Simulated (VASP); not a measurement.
**BP: electric field gradients with LDA**

Crystal: BP.

```
CELL_PARAMETERS angstrom
0.00000 2.29886 2.29886
2.29886 0.00000 2.29886
2.29886 2.29886 0.00000
ATOMIC_POSITIONS crystal
B 0.00000 0.00000 0.00000
P 0.75000 0.75000 0.75000
```

```json
{
  "Program": "VASP 6.6.1",
  "Task": "electric field gradients",
  "Functional": "LDA",
  "Potentials or basis": "VASP PAW LDA potentials, release 64 (B, P)",
  "Cutoff": "520 eV",
  "k mesh": "15 × 15 × 15",
  "Occupations": "fermi-dirac, width 0.05 eV",
  "Spin": "no spin polarisation",
  "Dipole correction": "no",
  "Further INCAR settings": "ALGO = Normal; EDIFF = 1e-08; NBANDS = 11"
}
```

| Item | Value |
| --- | --- |
| Pressure | -11.0 GPa |
| Band gap on the k mesh | 1.23 eV (least direct gap 3.32 eV) |
| Largest electric field gradient by atom | zero within the noise of the run |

Levels at points of the mesh, in eV from the valence-band top:
```
           k point  band 1  band 2  band 3  band 4  band 5  band 6  band 7  band 8  band 9
(0.00, 0.00, 0.00)  -15.05    0.00    0.00    0.00    3.32    3.32    3.32    6.78   10.99
```

It took 14 s on 1 thread of AMD EPYC 9R45 96-Core Processor (Zen 5), with other jobs on the host, peak memory 0.11 GiB.

Caveat: the cell stands under tension; an odd mesh through Γ misses points on the zone boundary, where band edges can lie.
